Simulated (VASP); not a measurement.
A run of VASP 6.6.1 is set up as follows.

Contents of INCAR:

```
  PREC = Accurate
  ENCUT = 520
  EDIFF = 1E-6
  ISMEAR = 0
  SIGMA = 0.15
  LREAL = F
  LASPH = T
  NELM = 100
  ALGO = Normal
  ISIF = 2
  LWAVE = F
  LCHARG = T
  GGA = PS
  LELF = T
  LVHAR = T
  NBANDS = 33
```

The input KPOINTS:

```
Automatic mesh
0
Gamma
  12 12 18
```

POSCAR

```
TaN
1.0
    5.6070125996      0.0000000000      0.0000000000
   -2.8035062998      4.8558153506      0.0000000000
    0.0000000000      0.0000000000      2.5022357598
Ta N
3 3
Direct
    0.0000000000      0.0000000000      0.0000000000
    0.3333333333      0.6666666667      0.5000000000
    0.6666666667      0.3333333333      0.5000000000
    0.5000000000      0.0000000000      0.0000000000
    0.5000000000      0.5000000000      0.0000000000
    0.0000000000      0.5000000000      0.0000000000
```

Potentials or basis: VASP PAW PBE potentials, release 64 (Ta_pv, N).

Run with:

```sh
$ cat potpaw_PBE.64/Ta_pv/POTCAR potpaw_PBE.64/N/POTCAR > POTCAR
$ mpirun -np 1 vasp_std > vasp.out
```

(1) Predict the pressure.

(2) Predict the band gap on the k mesh.

## Answers

(1) 29.9 GPa.

(2) zero (bands 24 and 25 overlap by 2.61 eV).

Caveat: the stress differs along the axes, from -8 to 106 GPa; the PAW data sets were made with another functional, which shifts forces and pressure a little; spin-orbit coupling is left out, which moves the levels of the heavy elements.
